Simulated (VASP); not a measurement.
# GaGe (Cm) in VASP: further runs

GaGe is run at these levels: PBEsol; tasks: single point.

All numbers are computed with VASP 6.6.1; they aren't measurements. Logs are shortened: lines on timing, memory, paths and dates and some standing lists are left out, and cuts for length are marked.

## Step 1: The cell of the first run

The structure is monoclinic, space group Cm (No. 8). Conventional cell: a = 7.098 Å, b = 4.098 Å, c = 4.098 Å, α = 90.00°, β = 125.26°, γ = 90.00°. Within 3.3 Å of Ga (site symmetry m) lie 4 Ge at 2.49 to 2.53 Å. Within 3.3 Å of Ge (site symmetry m) lie 4 Ga at 2.49 to 2.53 Å.

## Step 2: Single point, PBEsol

Input file INCAR:

```
ALGO = Normal
EDIFF = 1E-7
ENCUT = 520
GGA = PS
ISIF = 2
ISMEAR = 0
LASPH = T
LCHARG = T
LELF = T
LREAL = F
LVHAR = T
LWAVE = F
NBANDS = 20
NELM = 100
PREC = Accurate
SIGMA = 0.15
```

Input file KPOINTS:

```
k-points
0
Gamma
  14 14 14
```

Input file POSCAR:

```
GaGe
1.0
    0.0000000000      2.8978440000      2.8978440000
    2.8978440000      0.0000000000      2.8978440000
    2.8978440000      2.8978440000      0.0000000000
Ga Ge
1 1
Direct
    0.7500000000      0.7500000000      0.7500000000
   -0.0061002834      0.0000000000      0.0000000000
```

Potentials or basis: VASP PAW PBE potentials, release 64 (Ga_d, Ge_d).

On the command line:

```
$ cat potpaw_PBE.64/Ga_d/POTCAR potpaw_PBE.64/Ge_d/POTCAR > POTCAR
$ mpirun -np 1 vasp_std > vasp.out
```

OUTCAR:

```text
EDIFF = 1E-7
   ENCUT = 520
   GGA = PS
   ISIF = 2
   ISMEAR = 0
   LASPH = T
   LREAL = F
   NELM = 100
   PREC = Accurate

 ion  position               nearest neighbor table
   1  0.750  0.750  0.750-   2 2.49   2 2.51   2 2.51   2 2.53
   2  0.994  0.000  0.000-   1 2.49   1 2.51   1 2.51   1 2.53

  LATTYP: Found a face centered cubic cell.
 ALAT       =     5.7956880000

  Lattice vectors:

 A1 = (   0.0000000000,   2.8978440000,   2.8978440000)
 A2 = (   2.8978440000,   0.0000000000,   2.8978440000)
 A3 = (   2.8978440000,   2.8978440000,   0.0000000000)

Analysis of symmetry for initial positions (statically):
=====================================================================
 Subroutine PRICEL returns:
 Original cell was already a primitive cell.

 Routine SETGRP: Setting up the symmetry group for a
 face centered cubic supercell.

 Subroutine GETGRP returns: Found  2 space group operations
 (whereof  2 operations were pure point group operations)
 out of a pool of 48 trial point group operations.

The static configuration has the point symmetry C_1h.

Analysis of symmetry for dynamics (positions and initial velocities):
=====================================================================
 Subroutine PRICEL returns:
 Original cell was already a primitive cell.

 Routine SETGRP: Setting up the symmetry group for a
 face centered cubic supercell.

 Subroutine GETGRP returns: Found  2 space group operations
 (whereof  2 operations were pure point group operations)
 out of a pool of 48 trial point group operations.

The dynamic configuration has the point symmetry C_1h.

 Subroutine INISYM returns: Found  2 space group operations
 (whereof  2 operations are pure point group operations),
 and found     1 'primitive' translations

----------------------------------------------------------------------------------------

                                     Primitive cell

  volume of cell :      48.6693

  direct lattice vectors                    reciprocal lattice vectors
     0.000000000  2.897844000  2.897844000    -0.172542069  0.172542069  0.172542069
     2.897844000  0.000000000  2.897844000     0.172542069 -0.172542069  0.172542069
     2.897844000  2.897844000  0.000000000     0.172542069  0.172542069 -0.172542069

  length of vectors
     4.098170286  4.098170286  4.098170286     0.298851630  0.298851630  0.298851630

  position of ions in fractional coordinates (direct lattice)
     0.750000000  0.750000000  0.750000000
     0.993899717  0.000000000  0.000000000

  ion indices of the primitive-cell ions
   primitive index   ion index
                 1           1
                 2           2

----------------------------------------------------------------------------------------

 KPOINTS: k-points

Automatic generation of k-mesh.
 Grid dimensions read from file:
 generate k-points for:   14   14   14

 Generating k-lattice:

  Cartesian coordinates                     Fractional coordinates (reciprocal lattice)
    -0.012324434  0.012324434  0.012324434     0.071428571  0.000000000  0.000000000
     0.012324434 -0.012324434  0.012324434     0.000000000  0.071428571  0.000000000
     0.012324434  0.012324434 -0.012324434     0.000000000  0.000000000  0.071428571

  Length of vectors
     0.021346545  0.021346545  0.021346545

  Shift w.r.t. Gamma in fractional coordinates (k-lattice)
     0.000000000  0.000000000  0.000000000

 Subroutine IBZKPT returns following result:
 ===========================================

 Found    744 irreducible k-points:

 Following reciprocal coordinates:
            Coordinates               Weight
  0.000000  0.000000  0.000000      1.000000
  0.071429  0.000000  0.000000      2.000000
  0.000000  0.071429  0.000000      4.000000
  0.071429  0.071429  0.071429      2.000000
  0.142857  0.000000  0.000000      2.000000
  0.000000  0.142857  0.000000      4.000000
[... 16 lines left out ...]
  0.071429  0.071429  0.000000      4.000000
  0.000000  0.071429  0.071429      2.000000
 [... further k-points ...]
   k-points           NKPTS =    744   k-points in BZ     NKDIM =    744   number of bands    NBANDS=     20
   number of dos      NEDOS =    301   number of ions     NIONS =      2
   total plane-waves  NPLWV =  27000
   dimension x,y,z NGX =    30 NGY =   30 NGZ =   30
   dimension x,y,z NGXF=    60 NGYF=   60 NGZF=   60
   ions per type =               1   1
   NGX,Y,Z   is equivalent  to a cutoff of  12.17, 12.17, 12.17 a.u.
   NGXF,Y,Z  is equivalent  to a cutoff of  24.34, 24.34, 24.34 a.u.
 SYSTEM =  unknown system
   PREC   = accura    normal or accurate (medium, high low for compatibility)
   ISTART =      0    job   : 0-new  1-cont  2-samecut
   ICHARG =      2    charge: 1-file 2-atom 10-const
   ISPIN  =      1    spin polarized calculation?
   LNONCOLLINEAR =      F non collinear calculations
   LSORBIT =      F    spin-orbit coupling
   LASPH  =      T    aspherical Exc in radial PAW
   ENCUT  =  520.0 eV  38.22 Ry    6.18 a.u.   7.62  7.62  7.62*2*pi/ulx,y,z
   NELM   =    100;   NELMIN=  2; NELMDL= -5     # of ELM steps
   EDIFF  = 0.1E-06   stopping-criterion for ELM
   LREAL  =      F    real-space projection
   EDIFFG = 0.1E-05   stopping-criterion for IOM
   NSW    =      0    number of steps for IOM
   IBRION =     -1    ionic relax: 0-MD 1-quasi-New 2-CG
   NFREE  =      0    steps in history (QN), initial steepest desc. (CG)
   ISIF   =      2    stress and relaxation
   ISYM   =      2    0-nonsym 1-usesym 2-fastsym
   POTIM  = 0.5000    time-step for ionic-motion
   TEBEG  =    0.0;   TEEND  =   0.0 temperature during run
   PSTRESS=    0.0 pullay stress
   NELECT =      27.0000    total number of electrons
   NUPDOWN=      -1.0000    fix difference up-down
   EMIN   =  10.00;   EMAX   =-10.00  energy-range for DOS
   EFERMI =   0.00;   METHOD = LEGACY
   ISMEAR =     0;   SIGMA  =   0.15  broadening in eV -4-tet -1-fermi 0-gaus
   EFERMI_NEDOS =   21; number of points for ismear=-14 and -15
   IALGO  =     38    algorithm
   IMIX   =      4    mixing-type and parameters
     AMIX     =   0.40;   BMIX     =  1.00
     AMIX_MAG =   1.60;   BMIX_MAG =  1.00
  volume/ion in A,a.u.               =      24.33       164.22
  Fermi-wavevector in a.u.,A,eV,Ry     =   1.345172  2.542006 24.619567  1.809487
  Thomas-Fermi vector in A             =   2.473106
   LORBIT       =      0    0 simple, 1 ext, 2 COOP (PROOUT), +10 PAW based schemes
   GGA     = PS    functional components
   LHFCALC =     F    Hartree Fock is set to
   AEXX    =    0.0000 exact exchange contribution
   IVDW    =     0    specifies the selected vdW correction
   LEPSILON=     F    determine dielectric tensor
   LRPA    =     F    only Hartree local field effects (RPA)
 non-spin polarized calculation
 Gauss-broadening in eV      SIGMA  =   0.15
  energy-cutoff  :      520.00
  volume of cell :       48.67
 maximum number of plane-waves:      1363
   NGX = 15   NGY = 15   NGZ = 15

 number of electron      27.0000005 magnetization

 Free energy of the ion-electron system (eV)
  ---------------------------------------------------
  ext. energy  EPLUGINS =         0.00000000
  ---------------------------------------------------
  free energy    TOTEN  =        -7.89486101 eV

  energy without entropy =       -7.88111692  energy(sigma->0) =       -7.88798897

 E-fermi :   2.8809     XC(G=0):  -9.7398

 val. band max:        2.8791536650   @ k =   0.0000   0.5000   0.1429
 cond. band min:       2.8822036534   @ k =   0.2857   0.2857  -0.4286
 fundamental gap:      0.0030499884
 Fermi energy:         2.8808634602

 k-point     1 :       0.0000    0.0000    0.0000
  band No.  band energies     occupation
      1     -20.9680      2.00000
      2     -20.9665      2.00000
      3     -20.9649      2.00000
      4     -20.9465      2.00000
      5     -20.9464      2.00000
      6     -11.3839      2.00000
[... 12 lines left out ...]
     19      10.4716      0.00000
     20      13.6835      0.00000

 k-point     2 :       0.0714    0.0000    0.0000
  band No.  band energies     occupation
      1     -20.9679      2.00000
      2     -20.9663      2.00000
      3     -20.9647      2.00000
      4     -20.9465      2.00000
      5     -20.9464      2.00000
      6     -11.3841      2.00000
[... 12 lines left out ...]
     19      10.8373      0.00000
     20      13.1482      0.00000

 k-point     3 :       0.0000    0.0714    0.0000
  band No.  band energies     occupation
      1     -20.9678      2.00000
      2     -20.9664      2.00000
      3     -20.9647      2.00000
      4     -20.9465      2.00000
      5     -20.9464      2.00000
      6     -11.3846      2.00000
[... 12 lines left out ...]
     19      10.8386      0.00000
     20      13.1384      0.00000

 k-point     4 :       0.0714    0.0714    0.0714
  band No.  band energies     occupation
      1     -20.9678      2.00000
      2     -20.9663      2.00000
      3     -20.9648      2.00000
      4     -20.9465      2.00000
      5     -20.9464      2.00000
      6     -11.3853      2.00000
[... 12 lines left out ...]
     19      10.8407      0.00000
     20      13.1284      0.00000

 k-point     5 :       0.1429    0.0000    0.0000
  band No.  band energies     occupation
      1     -20.9679      2.00000
      2     -20.9658      2.00000
      3     -20.9643      2.00000
      4     -20.9464      2.00000
      5     -20.9464      2.00000
      6     -11.3880      2.00000
[... 12 lines left out ...]
     19      11.6599      0.00000
     20      12.5884      0.00000
[... 353 lines left out ...]
      6     -11.4107      2.00000
[... 12 lines left out ...]
     19      14.2653      0.00000
     20      15.2350      0.00000

 k-point    22 :       0.5000    0.5000    0.5000
  band No.  band energies     occupation
      1     -20.9659      2.00000
      2     -20.9645      2.00000
      3     -20.9644      2.00000
      4     -20.9455      2.00000
      5     -20.9450      2.00000
      6     -11.4106      2.00000
[... 12 lines left out ...]
     19      14.2170      0.00000
     20      15.2146      0.00000

 k-point    23 :       0.0714    0.0714    0.0000
  band No.  band energies     occupation
      1     -20.9678      2.00000
      2     -20.9664      2.00000
      3     -20.9647      2.00000
      4     -20.9465      2.00000
      5     -20.9463      2.00000
      6     -11.3861      2.00000
[... 12 lines left out ...]
     19      10.9442      0.00000
     20      12.4643      0.00000

 k-point    24 :       0.0000    0.0714    0.0714
  band No.  band energies     occupation
      1     -20.9679      2.00000
      2     -20.9662      2.00000
      3     -20.9648      2.00000
      4     -20.9466      2.00000
      5     -20.9463      2.00000
      6     -11.3861      2.00000
[... 12 lines left out ...]
     19      10.9445      0.00000
     20      12.4639      0.00000

 [... further k-points ...]
[... 5 lines left out ...]
  --------------------------------------------------------------------------------------
  -------------------------------------------------------------------------------------
  Total       -0.7604154     -0.7646350     -0.7646350      0.1336607      0.0063731      0.1336607
  in kB      -25.0326295    -25.1715364    -25.1715364      4.4000672      0.2098012      4.4000684
  external PRESSURE =     -25.1252341 kB  Pullay stress =       0.0000000 kB

 VOLUME and BASIS-vectors are now :
 -----------------------------------------------------------------------------
  energy-cutoff  :      520.00
  volume of cell :       48.67
      direct lattice vectors                 reciprocal lattice vectors
     0.000000000  2.897844000  2.897844000    -0.172542069  0.172542069  0.172542069
     2.897844000  0.000000000  2.897844000     0.172542069 -0.172542069  0.172542069
     2.897844000  2.897844000  0.000000000     0.172542069  0.172542069 -0.172542069

 POSITION                                       TOTAL-FORCE (eV/Angst)
 -----------------------------------------------------------------------------------
      4.34677      4.34677      4.34677        -0.006382     -0.072580     -0.072580
      0.00000      2.88017      2.88017         0.006382      0.072580      0.072580
 -----------------------------------------------------------------------------------
    total drift:                               -0.000026     -0.000683     -0.000683

  FREE ENERGIE OF THE ION-ELECTRON SYSTEM (eV)
  ---------------------------------------------------
  free  energy   TOTEN  =        -7.8948610141 eV

  energy  without entropy=       -7.8811169193  energy(sigma->0) =       -7.88798897
```

Run time: 8.1 min. Hardware: 1 thread of AMD EPYC 7R43 (Zen 3), shared host; peak memory 0.74 GiB.

What came out:

```
Free energy   : -7.8949 eV
Pressure      : -2.5 GPa
Largest force : 0.103 eV/Å
```

Forces on the atoms (eV/Å):
```
Ga  -0.006 -0.073 -0.073
Ge   0.006  0.073  0.073
```

Stress tensor (GPa, compression positive):
```
-2.50  0.44  0.44
 0.44 -2.52  0.02
 0.44  0.02 -2.52
```

Caveat: the cell differs from its parent crystal (all Ge atoms moved +0.025 Å, as atom 2 towards its neighbour atom 2 (Ge) at 4.098 Å); the PAW data sets were made with another functional, which shifts forces and pressure a little.

[end of part 1 of 2]
